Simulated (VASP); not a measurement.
# Rh (P6_3/mmc) in VASP: notebook, part 3 of 3

VASP 6.6.1. The steps go on from the part before.

## 5. Single point, PBEsol

This run uses another cell than the first one, of the same volume but with other edges.

Contents of INCAR:

```
  PREC = Accurate
  ENCUT = 520
  EDIFF = 1E-6
  ISMEAR = 0
  SIGMA = 0.15
  LREAL = False
  LASPH = True
  NELM = 100
  ALGO = Fast
  ISIF = 2
  LWAVE = False
  LCHARG = False
  GGA = PS
  NBANDS = 22
```

Contents of KPOINTS:

```
Automatic mesh
0
Gamma
  24 24 12
```

Contents of POSCAR:

```
Rh
1.0
    2.6455794327      0.0000000000      0.0000000000
   -1.3227897163      2.2911389964      0.0000000000
    0.0000000000      0.0000000000      4.7190077839
Rh
2
Direct
    0.6666666667      0.3333333333      0.7500000000
    0.3333333333      0.6666666667      0.2500000000
```

Started as:

```
cat potpaw_PBE.64/Rh_pv/POTCAR > POTCAR
mpirun -np 1 vasp_std > vasp.out
```

It took 5.1 min on 1 thread of Intel Xeon 8259CL, shared host; peak memory 0.31 GiB.

It converged, with:

| Property | Result |
| --- | --- |
| Free energy | -16.0041 eV |
| Pressure | -11.3 GPa |
| Band gap on the k mesh | zero (bands 15 and 16 overlap by 2.51 eV) |

Stress tensor (GPa, compression positive):
```
 -3.18   0.00   0.00
  0.00  -3.18   0.00
  0.00   0.00 -27.47
```

Levels at points of the mesh, in eV from the Fermi level:
```csv
k point,band 11,band 12,band 13,band 14,band 15,band 16,band 17,band 18,band 19,band 20
"(0.00, 0.00, 0.00)",-2.81,-2.48,-2.48,-1.09,-1.09,-0.09,0.27,0.27,6.89,16.50
"(0.50, 0.00, 0.00)",-2.40,-2.31,-1.66,0.40,0.92,1.08,3.15,5.23,9.76,10.01
"(0.00, 0.00, 0.50)",-2.78,-2.78,-2.78,-2.78,-0.24,-0.24,-0.24,-0.24,13.02,13.02
"(0.50, 0.00, 0.50)",-1.18,-1.18,-0.21,-0.21,1.01,1.01,2.72,2.72,9.29,9.29
```

Caveat: the stress differs along the axes, from -27 to -3 GPa; the PAW data sets were made with another functional, which shifts forces and pressure a little.

## 6. Single point, PBEsol

This run uses another cell than the first one, of the same volume but with other edges.

Contents of INCAR:

```
SYSTEM = Rh
  PREC = Accurate
  ENCUT = 520
  EDIFF = 1E-6
  ISMEAR = 0
  SIGMA = 0.15
  LREAL = .False.
  LASPH = .True.
  NELM = 80
  ALGO = Fast
  ISIF = 2
  LWAVE = .False.
  LCHARG = .True.
  GGA = PS
  LELF = .True.
  LVHAR = .True.
  NBANDS = 22
```

Contents of KPOINTS:

```
regular mesh
0
Gamma
  24 24 12
  0 0 0
```

Contents of POSCAR:

```
Rh
1.0
    2.7683943634      0.0000000000      0.0000000000
   -1.3841971817      2.3974998464      0.0000000000
    0.0000000000      0.0000000000      4.3095943413
Rh
2
Direct
    0.6666666667      0.3333333333      0.7500000000
    0.3333333333      0.6666666667      0.2500000000
```

Potentials or basis: VASP PAW PBE potentials, release 64 (Rh_pv).

Started as:

```
cat potpaw_PBE.64/Rh_pv/POTCAR > POTCAR
mpirun -np 1 vasp_std > vasp.out
```

OUTCAR:

```text
SYSTEM = Rh
   PREC = Accurate
   ENCUT = 520
   EDIFF = 1E-6
   ISMEAR = 0
   LREAL = .False.
   LASPH = .True.
   NELM = 80
   ISIF = 2
   GGA = PS

 ion  position               nearest neighbor table
   1  0.667  0.333  0.750-   2 2.68   2 2.68   2 2.68   2 2.68   2 2.68   2 2.68
   2  0.333  0.667  0.250-   1 2.68   1 2.68   1 2.68   1 2.68   1 2.68   1 2.68

  LATTYP: Found a hexagonal cell.
 ALAT       =     2.7683943634
 C/A-ratio  =     1.5567125834

  Lattice vectors:

 A1 = (   2.7683943634,   0.0000000000,   0.0000000000)
 A2 = (  -1.3841971817,   2.3974998464,   0.0000000000)
 A3 = (   0.0000000000,   0.0000000000,   4.3095943413)

Analysis of symmetry for initial positions (statically):
=====================================================================
 Subroutine PRICEL returns:
 Original cell was already a primitive cell.

 Routine SETGRP: Setting up the symmetry group for a
 hexagonal supercell.

 Subroutine GETGRP returns: Found 24 space group operations
 (whereof 12 operations were pure point group operations)
 out of a pool of 24 trial point group operations.

The static configuration has the point symmetry D_3d.
 The point group associated with its full space group is D_6h.
[... 161 lines left out ...]

  energy without entropy =      -16.09036346  energy(sigma->0) =      -16.11066376

 E-fermi :  11.1562     XC(G=0): -13.9616

 val. band max:       11.1559053650   @ k =   0.2083   0.0417   0.4167
 cond. band min:      11.1569454519   @ k =   0.2500   0.1250   0.4167
 fundamental gap:      0.0010400870
 Fermi energy:        11.1561720675

 k-point     1 :       0.0000    0.0000    0.0000
  band No.  band energies     occupation
      1     -35.9318      2.00000
      2     -35.3121      2.00000
      3     -35.3121      2.00000
      4     -35.2122      2.00000
      5     -35.1954      2.00000
      6     -35.1954      2.00000
[... 589 lines left out ...]
     21      23.2568      0.00000
     22      25.2240      0.00000

 [... further k-points ...]

------------------------ aborting loop because EDIFF is reached ----------------------------------------

  FORCE on cell =-STRESS in cart. coord.  units (eV):
  Direction    XX          YY          ZZ          XY          YZ          ZX
  --------------------------------------------------------------------------------------
  -------------------------------------------------------------------------------------
  Total       -2.8164538     -2.8164538     -1.4322572      0.0000000      0.0000000      0.0000000
  in kB     -157.7575964   -157.7575964    -80.2248027      0.0000000      0.0000000      0.0000000
  external PRESSURE =    -131.9133319 kB  Pullay stress =       0.0000000 kB

 VOLUME and BASIS-vectors are now :
 -----------------------------------------------------------------------------
  energy-cutoff  :      520.00
  volume of cell :       28.60
      direct lattice vectors                 reciprocal lattice vectors
     2.768394363  0.000000000  0.000000000     0.361220212  0.208550587  0.000000000
    -1.384197182  2.397499846  0.000000000     0.000000000  0.417101174  0.000000000
     0.000000000  0.000000000  4.309594341     0.000000000  0.000000000  0.232040401

 POSITION                                       TOTAL-FORCE (eV/Angst)
 -----------------------------------------------------------------------------------
      1.38420      0.79917      3.23220         0.000000     -0.000000      0.000000
     -0.00000      1.59833      1.07740        -0.000000      0.000000      0.000000
 -----------------------------------------------------------------------------------
    total drift:                               -0.000000      0.000000     -0.000000

  FREE ENERGIE OF THE ION-ELECTRON SYSTEM (eV)
  ---------------------------------------------------
  free  energy   TOTEN  =       -16.1309640676 eV

  energy  without entropy=      -16.0903634570  energy(sigma->0) =      -16.11066376
```

It took 3.5 min on 1 thread of Intel Xeon 8259CL, shared host; peak memory 0.32 GiB.

What came out:

* Free energy: -16.1310 eV
* Pressure: -13.2 GPa
* Band gap on the k mesh: zero (bands 15 and 16 overlap by 2.22 eV)

Stress tensor (GPa, compression positive):
```
-15.78   0.00   0.00
  0.00 -15.78   0.00
  0.00   0.00  -8.02
```

Caveat: the stress differs along the axes, from -16 to -8 GPa; the PAW data sets were made with another functional, which shifts forces and pressure a little.

## 7. Single point, PBEsol

This run uses another cell than the first one, of the same volume but with other edges.

Contents of INCAR:

```
PREC = Accurate
ENCUT = 520
EDIFF = 1E-7
ISMEAR = 0
SIGMA = 0.15
LREAL = False
LASPH = True
NELM = 80
ALGO = Fast
ISIF = 2
LWAVE = False
LCHARG = True
GGA = PS
LELF = True
LVHAR = True
NBANDS = 22
```

Contents of KPOINTS:

```
regular mesh
0
Gamma
  24 24 12
```

Contents of POSCAR:

```
Rh
1.0
    2.6869232892      0.0000000000      0.0000000000
   -1.3434616446      2.3269438265      0.0000000000
    0.0000000000      0.0000000000      4.5749017289
Rh
2
Direct
    0.6666666667      0.3333333333      0.7500000000
    0.3333333333      0.6666666667      0.2500000000
```

Started as:

```
cat potpaw_PBE.64/Rh_pv/POTCAR > POTCAR
mpirun -np 1 vasp_std > vasp.out
```

It took 4.9 min on 1 thread of Intel Xeon 8259CL, shared host; peak memory 0.31 GiB.

The run converged. Its results:

```yaml
Free_energy: -16.1056 eV
Pressure: -13.1 GPa
Band_gap_on_the_k_mesh: zero (bands 15 and 16 overlap by 2.45 eV)
```

Stress tensor (GPa, compression positive):
```
 -8.89   0.00   0.00
  0.00  -8.89   0.00
  0.00   0.00 -21.52
```

Levels at points of the mesh, in eV from the Fermi level:
```csv
k point,band 12,band 13,band 14,band 15,band 16,band 17,band 18,band 19
"(0.00, 0.00, 0.00)",-2.42,-2.42,-1.43,-1.43,0.20,0.20,0.26,7.50
"(0.50, 0.00, 0.00)",-2.25,-1.86,0.48,0.67,0.89,3.03,5.09,9.95
"(0.00, 0.00, 0.50)",-2.85,-2.85,-2.85,-0.34,-0.34,-0.34,-0.34,13.87
"(0.50, 0.00, 0.50)",-1.37,-0.24,-0.24,0.80,0.80,2.65,2.65,9.09
```

Caveat: the stress differs along the axes, from -22 to -9 GPa; the PAW data sets were made with another functional, which shifts forces and pressure a little.

## 8. The runs side by side

| cell | further INCAR settings | gap on the mesh (eV) | pressure (GPa) |
| --- | --- | --- | --- |
| a = 2.883, b = 2.883, c = 3.974 Å, angles 90.0, 90.0, 120.0°, 2 atoms | ALGO = Fast; EDIFF = 1e-07; NBANDS = 22 | none | -6.9 |
| a = 2.570, b = 2.570, c = 5.001 Å, angles 90.0, 90.0, 120.0°, 2 atoms | ALGO = Fast; EDIFF = 1e-06; NBANDS = 22 | none | -3.6 |
| a = 2.808, b = 2.808, c = 4.189 Å, angles 90.0, 90.0, 120.0°, 2 atoms | ALGO = Fast; EDIFF = 1e-06; NBANDS = 22 | none | -11.7 |
| a = 2.646, b = 2.646, c = 4.719 Å, angles 90.0, 90.0, 120.0°, 2 atoms | ALGO = Fast; EDIFF = 1e-06; NBANDS = 22 | none | -11.3 |
| a = 2.768, b = 2.768, c = 4.310 Å, angles 90.0, 90.0, 120.0°, 2 atoms | ALGO = Fast; EDIFF = 1e-06; NBANDS = 22 | none | -13.2 |
| a = 2.687, b = 2.687, c = 4.575 Å, angles 90.0, 90.0, 120.0°, 2 atoms | ALGO = Fast; EDIFF = 1e-07; NBANDS = 22 | none | -13.1 |

Alike in all rows: task single point; level PBEsol; potentials or basis VASP PAW PBE potentials, release 64 (Rh_pv); no spin polarisation; k mesh 24 × 24 × 12; cutoff (eV) 520; smearing gaussian 0.15 eV.

Caveats: the PAW data sets were made with another functional, which shifts forces and pressure a little; the stress differs along the axes, from -17 to 13 GPa (at least some runs); the stress differs along the axes, from -36 to 13 GPa (at least some runs); the stress differs along the axes, from -17 to -1 GPa (at least some runs); the stress differs along the axes, from -27 to -3 GPa (at least some runs); the stress differs along the axes, from -16 to -8 GPa (at least some runs); the stress differs along the axes, from -22 to -9 GPa (at least some runs).

Absolute energies hang on the potentials; compare differences alone.
